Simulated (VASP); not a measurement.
A run of VASP 6.6.1:

INCAR

```
PREC     = Accurate       # precision mode
ENCUT    = 910            # plane-wave cutoff, eV
EDIFF    = 1E-6           # SCF threshold, eV
ISMEAR   = 0              # smearing method
SIGMA    = 0.05           # smearing width, eV
LREAL    = F              # projectors in reciprocal space
LASPH    = T              # aspherical terms in the spheres
NELM     = 120            # most SCF steps
ALGO     = Normal         # electronic algorithm
ISIF     = 2              # what is computed and relaxed
LWAVE    = F              # write WAVECAR
LCHARG   = F              # write CHGCAR
GGA      = PE             # functional
IVDW     = 13             # dispersion correction
NBANDS   = 26             # bands
GGA_COMPAT= F
```

Contents of KPOINTS:

```
regular mesh
0
Gamma
  8 8 6
```

Contents of POSCAR:

```
ZnO
1.0
    3.2419811861      0.0000000000      0.0000000000
   -1.6209905930      2.8076380657      0.0000000000
    0.0000000000      0.0000000000      5.2276401393
Zn O
2 2
Direct
    0.3333333333      0.6666666667      0.0014489168
    0.6666666667      0.3333333333      0.5014489168
    0.3333333333      0.6666666667      0.3806510832
    0.6666666667      0.3333333333      0.8806510832
```

Potentials or basis: VASP PAW PBE potentials, release 64 (Zn, O_h).

Command:

```sh
$ cat potpaw_PBE.64/Zn/POTCAR potpaw_PBE.64/O_h/POTCAR > POTCAR
$ mpirun -np 1 vasp_std > vasp.out
```

Hardware: 1 thread of Intel(R) Xeon(R) Platinum 8488C (Sapphire Rapids) (shared host).

Problem. How long does it take, and how much memory?

Solution. It took 68 s on 1 thread of Intel(R) Xeon(R) Platinum 8488C (Sapphire Rapids) (shared host), peak memory 0.28 GiB. Counts: scf iterations 15, k points 40.
